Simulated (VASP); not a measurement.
# W (I4/mmm) in VASP: further runs, part 2 of 2

VASP 6.6.1.

## 3. Single point, PBEsol (strain +0.000 along x and y, +0.030 along z)

INCAR reads:

```
SYSTEM = W
PREC = Accurate ; ENCUT = 520
EDIFF = 1E-6 ; ISMEAR = 0
SIGMA = 0.15 ; LREAL = .FALSE.
LASPH = .TRUE. ; NELM = 100
ALGO = Fast ; ISIF = 2
LWAVE = .FALSE. ; LCHARG = .TRUE.
GGA = PS ; LELF = .TRUE.
LVHAR = .TRUE. ; NBANDS = 13
```

KPOINTS reads:

```
Automatic mesh
0
G
  20 20 20
  0 0 0
```

POSCAR reads:

```
W
1.0
    0.0000000000      2.0300000000      2.0909000000
    2.0300000000      0.0000000000      2.0909000000
    2.0300000000      2.0300000000      0.0000000000
W
1
Direct
    0.0000000000      0.0000000000      0.0000000000
```

Potentials or basis: VASP PAW PBE potentials, release 64 (W_sv).

The run is started by

```
$ cat potpaw_PBE.64/W_sv/POTCAR > POTCAR
$ mpirun -np 1 vasp_std > vasp.out
```

OUTCAR:

```text
SYSTEM = W
   PREC = Accurate
   ENCUT = 520
   EDIFF = 1E-6
   ISMEAR = 0
   LREAL = .FALSE.
   LASPH = .TRUE.
   NELM = 100
   ISIF = 2
   GGA = PS

 ion  position               nearest neighbor table
   1  0.000  0.000  0.000-

  LATTYP: Found a body centered tetragonal cell.
 ALAT       =     2.8708535316
 C/A-ratio  =     1.4566399692

  Lattice vectors:

 A1 = (  -2.0300000000,   0.0000000000,   2.0909000000)
 A2 = (   2.0300000000,   0.0000000000,   2.0909000000)
 A3 = (   0.0000000000,   2.0300000000,  -2.0909000000)

Analysis of symmetry for initial positions (statically):
=====================================================================
 Subroutine PRICEL returns:
 Original cell was already a primitive cell.

 Routine SETGRP: Setting up the symmetry group for a
 body centered tetragonal supercell.

 Subroutine GETGRP returns: Found 16 space group operations
 (whereof 16 operations were pure point group operations)
 out of a pool of 16 trial point group operations.

The static configuration has the point symmetry D_4h.

Analysis of symmetry for dynamics (positions and initial velocities):
=====================================================================
 Subroutine PRICEL returns:
 Original cell was already a primitive cell.

 Routine SETGRP: Setting up the symmetry group for a
 body centered tetragonal supercell.

 Subroutine GETGRP returns: Found 16 space group operations
 (whereof 16 operations were pure point group operations)
 out of a pool of 16 trial point group operations.

The dynamic configuration has the point symmetry D_4h.

 Subroutine INISYM returns: Found 16 space group operations
 (whereof 16 operations are pure point group operations),
 and found     1 'primitive' translations

----------------------------------------------------------------------------------------

                                     Primitive cell
[... 111 lines left out ...]
  Fermi-wavevector in a.u.,A,eV,Ry     =   1.527563  2.886675 31.748488  2.333448
  Thomas-Fermi vector in A             =   2.635442
   LORBIT       =      0    0 simple, 1 ext, 2 COOP (PROOUT), +10 PAW based schemes
   GGA     = PS    functional components
   LHFCALC =     F    Hartree Fock is set to
   AEXX    =    0.0000 exact exchange contribution
   IVDW    =     0    specifies the selected vdW correction
   LEPSILON=     F    determine dielectric tensor
   LRPA    =     F    only Hartree local field effects (RPA)
 non-spin polarized calculation
 RMM-DIIS sequential band-by-band and
 Gauss-broadening in eV      SIGMA  =   0.15
  energy-cutoff  :      520.00
  volume of cell :       17.23
 maximum number of plane-waves:       483
 NGX is ok and might be reduce to    24
   NGX = 11   NGY = 11   NGZ = 11

 number of electron      14.0000000 magnetization

 Free energy of the ion-electron system (eV)
  ---------------------------------------------------
  ext. energy  EPLUGINS =         0.00000000
  ---------------------------------------------------
  free energy    TOTEN  =       -13.24723301 eV

  energy without entropy =      -13.23233441  energy(sigma->0) =      -13.23978371

 E-fermi :   9.6863     XC(G=0): -13.2861

 val. band max:        9.6847590267   @ k =   0.5000   0.0500   0.3500
 cond. band min:       9.6948188383   @ k =   0.5000   0.0000   0.1000
 fundamental gap:      0.0100598116
 Fermi energy:         9.6863220835

 k-point     1 :       0.0000    0.0000    0.0000
  band No.  band energies     occupation
      1     -64.0735      2.00000
      2     -27.7724      2.00000
      3     -27.7458      2.00000
      4     -27.7458      2.00000
      5       0.9155      2.00000
      6       8.9127      2.00000
      7       9.2854      1.99984
      8       9.2854      1.99984
      9      11.7711      0.00000
     10      12.3258      0.00000
     11      22.4392      0.00000
     12      26.7802      0.00000
     13      27.6715      0.00000
[... 354 lines left out ...]
  band No.  band energies     occupation
      1     -64.0009      2.00000
      2     -28.5759      2.00000
      3     -27.9167      2.00000
      4     -27.8332      2.00000
      5       4.2033      2.00000
      6       8.7858      2.00000
      7       8.9329      2.00000
      8       9.4433      1.97803
      9      13.0641      0.00000
     10      13.9556      0.00000
     11      20.7145      0.00000
     12      23.8409      0.00000
     13      28.9014      0.00000

 [... further k-points ...]
[... 5 lines left out ...]
  --------------------------------------------------------------------------------------
  -------------------------------------------------------------------------------------
  Total       -2.3369847     -2.3369847     -1.5145677      0.0000000      0.0000000     -0.0000000
  in kB     -217.2756837   -217.2756837   -140.8133884      0.0000000      0.0000000     -0.0000000
  external PRESSURE =    -191.7882519 kB  Pullay stress =       0.0000000 kB

 VOLUME and BASIS-vectors are now :
 -----------------------------------------------------------------------------
  energy-cutoff  :      520.00
  volume of cell :       17.23
      direct lattice vectors                 reciprocal lattice vectors
     0.000000000  2.030000000  2.090900000    -0.246305419  0.246305419  0.239131474
     2.030000000  0.000000000  2.090900000     0.246305419 -0.246305419  0.239131474
     2.030000000  2.030000000  0.000000000     0.246305419  0.246305419 -0.239131474

 POSITION                                       TOTAL-FORCE (eV/Angst)
 -----------------------------------------------------------------------------------
      0.00000      0.00000      0.00000         0.000000      0.000000      0.000000
 -----------------------------------------------------------------------------------
    total drift:                               -0.000000      0.000000     -0.000000

  FREE ENERGIE OF THE ION-ELECTRON SYSTEM (eV)
  ---------------------------------------------------
  free  energy   TOTEN  =       -13.2472330122 eV

  energy  without entropy=      -13.2323344136  energy(sigma->0) =      -13.23978371
```

OSZICAR:

```text
N       E                     dE             d eps       ncg     rms          rms(c)
DAV:   1     0.843597398590E+02    0.84360E+02   -0.75175E+03 16764   0.121E+03
DAV:   2    -0.122884297984E+02   -0.96648E+02   -0.93162E+02 18781   0.314E+02
DAV:   3    -0.139892495754E+02   -0.17008E+01   -0.16905E+01 18426   0.403E+01
DAV:   4    -0.139970457136E+02   -0.77961E-02   -0.77958E-02 18566   0.301E+00
DAV:   5    -0.139971187397E+02   -0.73026E-04   -0.73026E-04 18741   0.276E-01    0.180E+01
RMM:   6    -0.133919493788E+02    0.60517E+00   -0.50880E-01 18088   0.643E+00    0.692E+00
RMM:   7    -0.132513753105E+02    0.14057E+00   -0.31809E-01 18169   0.503E+00    0.925E-01
RMM:   8    -0.132476255664E+02    0.37497E-02   -0.12850E-02 20565   0.119E+00    0.234E-01
RMM:   9    -0.132472479079E+02    0.37766E-03   -0.17202E-03 20104   0.476E-01    0.350E-02
RMM:  10    -0.132472363050E+02    0.11603E-04   -0.27340E-04 21006   0.197E-01    0.168E-02
RMM:  11    -0.132472324464E+02    0.38586E-05   -0.29167E-05 21611   0.665E-02    0.154E-03
RMM:  12    -0.132472330122E+02   -0.56583E-06   -0.70941E-06 18408   0.315E-02
   1 F= -.13247233E+02 E0= -.13239784E+02  d E =-.148986E-01
```

It took 85 s on 1 thread of Intel Xeon Platinum 8259CL at 2.50GHz (Skylake/Cascade Lake), shared host; peak memory 0.25 GiB.

What came out:

```yaml
Free_energy: -13.2472 eV
Pressure: -19.2 GPa
Band_gap_on_the_k_mesh: zero (band 7 reaches 12.66 eV, above the bottom of band 8 at 9.22 eV)
```

Stress tensor (GPa, compression positive):
```
-21.73   0.00   0.00
  0.00 -21.73   0.00
  0.00   0.00 -14.08
```

Caveat: the cell differs from its parent crystal (strain +0.000 along x and y, +0.030 along z); the PAW data sets were made with another functional, which shifts forces and pressure a little; spin-orbit coupling is left out, which moves the levels of the heavy elements.

## 4. Single point, PBEsol (strain +0.015 along x and y, +0.000 along z)

INCAR reads:

```
PREC = Accurate ; ENCUT = 520
EDIFF = 1E-6 ; ISMEAR = 0
SIGMA = 0.15 ; LREAL = False
LASPH = True ; NELM = 60
ALGO = Fast ; ISIF = 2
LWAVE = False ; LCHARG = False
GGA = PS ; NBANDS = 13
```

KPOINTS reads:

```
regular mesh
0
Gamma
  20 20 20
```

POSCAR reads:

```
W
1.0
    0.0000000000      2.0604500000      2.0300000000
    2.0604500000      0.0000000000      2.0300000000
    2.0604500000      2.0604500000      0.0000000000
W
1
Direct
    0.0000000000      0.0000000000      0.0000000000
```

The run is started by

```
$ cat potpaw_PBE.64/W_sv/POTCAR > POTCAR
$ mpirun -np 1 vasp_std > vasp.out
```

It took 81 s on 1 thread of Intel Xeon Platinum 8259CL at 2.50GHz (Skylake/Cascade Lake), shared host; peak memory 0.25 GiB.

Results (log left out):

```yaml
Free_energy: -13.2405 eV
Pressure: -19.2 GPa
Band_gap_on_the_k_mesh: zero (band 7 reaches 12.66 eV, above the bottom of band 8 at 9.17 eV)
```

Stress tensor (GPa, compression positive):
```
-17.52   0.00   0.00
  0.00 -17.52   0.00
  0.00   0.00 -22.45
```

Levels at points of the mesh, in eV from the Fermi level:
```csv
k point,band 4,band 5,band 6,band 7,band 8,band 9,band 10,band 11
"(0.00, 0.00, 0.00)",-37.41,-8.75,-0.57,-0.57,-0.39,2.25,2.52,12.76
"(0.50, 0.00, 0.00)",-37.54,-5.35,-0.82,-0.61,0.52,4.64,4.77,9.55
"(0.50, 0.50, 0.00)",-37.80,-5.15,-4.25,3.00,4.64,5.40,5.40,11.17
"(0.50, 0.00, 0.50)",-37.76,-5.18,-4.21,2.71,4.66,5.27,5.49,11.30
```

Caveat: the cell differs from its parent crystal (strain +0.015 along x and y, +0.000 along z); the PAW data sets were made with another functional, which shifts forces and pressure a little; spin-orbit coupling is left out, which moves the levels of the heavy elements.

## 5. Single point, PBEsol (strain +0.030 along x and y, +0.000 along z)

INCAR reads:

```
ALGO = Fast
EDIFF = 1E-7
ENCUT = 520
GGA = PS
ISIF = 2
ISMEAR = 0
LASPH = T
LCHARG = T
LELF = T
LREAL = F
LVHAR = T
LWAVE = F
NBANDS = 13
NELM = 80
PREC = Accurate
SIGMA = 0.15
```

KPOINTS reads:

```
k-points
0
Gamma
  20 20 20
```

POSCAR reads:

```
W
1.0
    0.0000000000      2.0909000000      2.0300000000
    2.0909000000      0.0000000000      2.0300000000
    2.0909000000      2.0909000000      0.0000000000
W
1
Direct
    0.0000000000      0.0000000000      0.0000000000
```

The run is started by

```
$ cat potpaw_PBE.64/W_sv/POTCAR > POTCAR
$ mpirun -np 1 vasp_std > vasp.out
```

Run time: 85 s. Hardware: 1 thread of AMD EPYC 9R45 (Zen 5), shared host; peak memory 0.23 GiB.

It converged, with:

| Property | Result |
| --- | --- |
| Free energy | -13.1768 eV |
| Pressure | -25.3 GPa |
| Band gap on the k mesh | zero (band 7 reaches 12.33 eV, above the bottom of band 8 at 8.86 eV) |

Stress tensor (GPa, compression positive):
```
-22.35   0.00   0.00
  0.00 -22.35   0.00
  0.00   0.00 -31.12
```

Levels at points of the mesh, in eV from the Fermi level:
```
           k point  band 5  band 6  band 7  band 8  band 9  band 10
(0.00, 0.00, 0.00)   -8.61   -0.61   -0.61   -0.26    2.02     2.52
(0.50, 0.00, 0.00)   -5.22   -0.90   -0.49    0.43    4.37     4.61
(0.50, 0.50, 0.00)   -4.97   -4.12    3.02    4.42    5.16     5.16
(0.50, 0.00, 0.50)   -5.01   -4.04    2.47    4.43    4.93     5.32
```

Caveat: the cell differs from its parent crystal (strain +0.030 along x and y, +0.000 along z); the PAW data sets were made with another functional, which shifts forces and pressure a little; spin-orbit coupling is left out, which moves the levels of the heavy elements.

## 6. Single point, PBEsol (strain +0.015 along x and y, +0.030 along z)

INCAR reads:

```
PREC = Accurate
ENCUT = 520
EDIFF = 1E-6
ISMEAR = 0
SIGMA = 0.15
LREAL = False
LASPH = True
NELM = 60
ALGO = Fast
ISIF = 2
LWAVE = False
LCHARG = True
GGA = PS
LELF = True
LVHAR = True
NBANDS = 13
```

KPOINTS reads:

```
regular mesh
0
Gamma
  20 20 20
```

POSCAR reads:

```
W
1.0
    0.0000000000      2.0604500000      2.0909000000
    2.0604500000      0.0000000000      2.0909000000
    2.0604500000      2.0604500000      0.0000000000
W
1
Direct
    0.0000000000      0.0000000000      0.0000000000
```

Potentials or basis: VASP PAW PBE potentials, release 64 (W_sv).

The run is started by

```
$ cat potpaw_PBE.64/W_sv/POTCAR > POTCAR
$ mpirun -np 1 vasp_std > vasp.out
```

Wall time 77 s (1 thread of AMD EPYC 9R45 (Zen 5), shared host); peak memory 0.22 GiB.

It converged, with:

```
Free energy            : -13.1686 eV
Pressure               : -25.2 GPa
Band gap on the k mesh : zero (band 7 reaches 12.04 eV, above the bottom of band 8 at 8.86 eV)
```

Stress tensor (GPa, compression positive):
```
-26.60   0.00   0.00
  0.00 -26.60   0.00
  0.00   0.00 -22.45
```

Levels at points of the mesh, in eV from the Fermi level:
| k point | band 3 | band 4 | band 5 | band 6 | band 7 | band 8 | band 9 | band 10 | band 11 | band 12 |
| --- | --- | --- | --- | --- | --- | --- | --- | --- | --- | --- |
| (0.00, 0.00, 0.00) | -37.51 | -37.51 | -8.59 | -0.60 | -0.42 | -0.42 | 2.16 | 2.42 | 12.72 | 17.23 |
| (0.50, 0.00, 0.00) | -37.65 | -37.62 | -5.20 | -0.78 | -0.58 | 0.45 | 4.45 | 4.56 | 9.14 | 12.31 |
| (0.50, 0.50, 0.00) | -37.82 | -37.82 | -4.99 | -4.03 | 2.49 | 4.48 | 5.15 | 5.15 | 11.23 | 11.23 |
| (0.50, 0.00, 0.50) | -37.85 | -37.84 | -4.97 | -4.06 | 2.76 | 4.45 | 5.06 | 5.27 | 10.92 | 11.10 |

Caveat: the cell differs from its parent crystal (strain +0.015 along x and y, +0.030 along z); the PAW data sets were made with another functional, which shifts forces and pressure a little; spin-orbit coupling is left out, which moves the levels of the heavy elements.

## 7. Summary

```tsv
cell	further INCAR settings	gap on the mesh (eV)	pressure (GPa)
a = 2.871, b = 2.871, c = 2.914 Å, angles 59.5, 59.5, 61.0°, 1 atom	ALGO = Fast; EDIFF = 1e-07; NBANDS = 13	none	-15.7
a = 2.914, b = 2.914, c = 2.871 Å, angles 60.5, 60.5, 59.0°, 1 atom	ALGO = Fast; EDIFF = 1e-06; NBANDS = 13	none	-19.2
a = 2.892, b = 2.892, c = 2.914 Å, angles 59.8, 59.8, 60.5°, 1 atom	ALGO = Fast; EDIFF = 1e-06; NBANDS = 13	none	-19.2
a = 2.914, b = 2.914, c = 2.957 Å, angles 59.5, 59.5, 61.0°, 1 atom	ALGO = Fast; EDIFF = 1e-07; NBANDS = 13	none	-25.3
a = 2.936, b = 2.936, c = 2.914 Å, angles 60.2, 60.2, 59.5°, 1 atom	ALGO = Fast; EDIFF = 1e-06; NBANDS = 13	none	-25.2
```

Alike in all rows: task single point; level PBEsol; potentials or basis VASP PAW PBE potentials, release 64 (W_sv); no spin polarisation; k mesh 20 × 20 × 20; cutoff (eV) 520; smearing gaussian 0.15 eV.

Caveats: the PAW data sets were made with another functional, which shifts forces and pressure a little; spin-orbit coupling is left out, which moves the levels of the heavy elements.

Absolute energies hang on the potentials; compare differences alone.
